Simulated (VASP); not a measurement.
A run of VASP 6.6.1 is set up as follows.

File INCAR:

```
SYSTEM = Si16N
ALGO = Normal ; EDIFF = 1E-7
ENCUT = 520 ; GGA = PE
ISIF = 2 ; ISMEAR = -1
ISPIN = 2 ; LASPH = .True.
LCHARG = .True. ; LELF = .True.
LORBIT = 11 ; LREAL = Auto
LVHAR = .True. ; LWAVE = .False.
MAGMOM = 0 0 0 0 0 0 0 0 0 0 0 0 0 0 0 0 1 ; NBANDS = 52
NELM = 150 ; PREC = Accurate
SIGMA = 0.02
```

Contents of KPOINTS:

```
k-points
0
Gamma
  2 2 2
  0 0 0
```

File POSCAR:

```
Si16N
1.0
    0.0000000000      5.4300000000      5.4300000000
    5.4300000000      0.0000000000      5.4300000000
    5.4300000000      5.4300000000      0.0000000000
Si N
16 1
Direct
   -0.0243370166      0.0147974217      0.0266942910
    0.1256813996      0.1636924494      0.0814640884
   -0.0251289134     -0.0495672192      0.4325138122
    0.0881767956      0.1181583794      0.6640331492
   -0.0099723757      0.5334162063     -0.0173572744
    0.1170441989      0.6394198895      0.1251841621
   -0.0028176796      0.4862062615      0.5010497238
    0.1515745856      0.5898434622      0.6110589319
    0.4741620626      0.0239594843      0.0433701657
    0.6081307551      0.1448342541      0.1568416206
    0.4788213628      0.0123204420      0.5317863720
    0.6327624309      0.1485082873      0.6706813996
    0.4863443831      0.5184806630      0.0266022099
    0.6152762431      0.6533793738      0.1285359116
    0.5122283610      0.5285267035      0.5002209945
    0.6226795580      0.6385727440      0.6536924494
    0.9159208103      0.0643922652      0.6124033149
```

Potentials or basis: VASP PAW PBE potentials, release 64 (Si, N).

Run with:

```console
$ cat potpaw_PBE.64/Si/POTCAR potpaw_PBE.64/N/POTCAR > POTCAR
$ mpirun -np 1 vasp_std > vasp.out
```

**Question.** Predict the net moment.

**Answer.** 0.00 μB per cell.

**Question.** What does it give for the largest force?

**Answer.** 1.197 eV/Å.

**Question.** Estimate the pressure.

**Answer.** 3.2 GPa.

Stress tensor (GPa, compression positive):
```
 5.23  0.24  0.42
 0.24  2.00 -0.49
 0.42 -0.49  2.45
```

Caveat: the k points lie up to 0.50 Å⁻¹ apart; the atoms stand as in a frame of molecular dynamics.
